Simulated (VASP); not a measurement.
A run of VASP 6.6.1:

INCAR

```
ALGO = Normal
EDIFF = 1E-7
ENCUT = 520
ISIF = 2
ISMEAR = 0
LASPH = T
LCHARG = F
LREAL = F
LWAVE = F
NBANDS = 35
NELM = 60
PREC = Accurate
SIGMA = 0.05
```

Contents of KPOINTS:

```
k-points
0
Gamma
  6 6 8
```

POSCAR

```
SnO2
1.0
    4.7373500000      0.0000000000      0.0000000000
    0.0000000000      4.7373500000      0.0000000000
    0.0000000000      0.0000000000      3.1864000000
Sn O
2 4
Direct
    0.0068813212     -0.0021783254      0.0105167222
    0.4887684902      0.5083955679      0.4518197359
    0.2948800919      0.3058058980     -0.0148690280
    0.1936124257      0.8121812063      0.5166222451
    0.7131069943      0.6970330824      0.0364981425
    0.8027506766      0.1787625708      0.4994121822
```

Potentials or basis: VASP PAW LDA potentials, release 64 (Sn_d, O).

Launch:

```console
$ cat potpaw_LDA.64/Sn_d/POTCAR potpaw_LDA.64/O/POTCAR > POTCAR
$ mpirun -np 1 vasp_std > vasp.out
```

Hardware: 1 thread of Oxide Virtual Turin-like Processor, on a shared host.

Problem. How long does it take, and how much memory?

Solution. It took 12 min on 1 thread of Oxide Virtual Turin-like Processor, on a shared host, peak memory 0.33 GiB. Counts: scf iterations 15, k points 148.
